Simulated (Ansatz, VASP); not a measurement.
One calculation of Al, two programs

```
CELL_PARAMETERS angstrom
2.87175 0.00000 0.00000
-1.43587 2.48700 0.00000
0.00000 0.00000 4.65863
ATOMIC_POSITIONS crystal
Al 0.33333 0.66667 0.25000
Al 0.66667 0.33333 0.75000
```

Alike in both runs: functional PBE; k mesh 18 × 18 × 10; occupations fermi-dirac, width 0.03 eV; no spin polarisation.

Ansatz relaxed the structure, and its values are those at the end. VASP's run is a single point on that final structure, the one shown.

|  | VASP | Ansatz |
| --- | --- | --- |
| version | VASP 6.6.1 | Ansatz 0.2.0 |
| potentials or method | VASP PAW PBE potentials, release 64 (Al) | PAW with Ansatz's default frozen-core files, scalar-relativistic |
| plane-wave cutoff (eV) | 520 | 420 |
| valence electrons in the cell | 6 | 6 |

|  | VASP | Ansatz | Ansatz less VASP |
| --- | --- | --- | --- |
| pressure (GPa) | 0.0 | 0.0 | +0.03 |

The functional is the same, so the differences come from potentials, cutoffs and numerics.
